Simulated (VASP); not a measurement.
Input of a VASP 6.6.1 run:

The input INCAR:

```
SYSTEM = C
ALGO = Normal
EDIFF = 1E-6
ENCUT = 520
ISIF = 2
ISMEAR = 0
LASPH = .TRUE.
LCHARG = .TRUE.
LELF = .TRUE.
LREAL = .FALSE.
LVHAR = .TRUE.
LWAVE = .FALSE.
NBANDS = 26
NELM = 100
PREC = Accurate
SIGMA = 0.01
```

KPOINTS

```
k-points
0
G
  12 8 8
  0 0 0
```

The input POSCAR:

```
C
1.0
    1.2416565203     -2.1506121787      0.0000000000
    0.0000000000      0.0000000000     -4.1363369410
    3.7249695609      2.1506121787      0.0000000000
C
8
Direct
    0.5000000000      0.9371743353      0.1666666667
    0.0000000000      0.9371743353      0.6666666667
    0.0000000000      0.4371743353      0.3333333333
    0.5000000000      0.4371743353      0.8333333333
    0.5000000000      0.5628256647      0.1666666667
    0.0000000000      0.5628256647      0.6666666667
    0.0000000000      0.0628256647      0.3333333333
    0.5000000000      0.0628256647      0.8333333333
```

Potentials or basis: VASP PAW LDA potentials, release 64 (C).

Launch:

```bash
$ cat potpaw_LDA.64/C/POTCAR > POTCAR
$ mpirun -np 1 vasp_std > vasp.out
```

(1) Estimate the largest force.

(2) What does it give for the band gap on the k mesh?

(3) What does it give for the pressure?

Results:

(1) 0.006 eV/Å.

(2) 3.01 eV.

(3) 1.6 GPa.
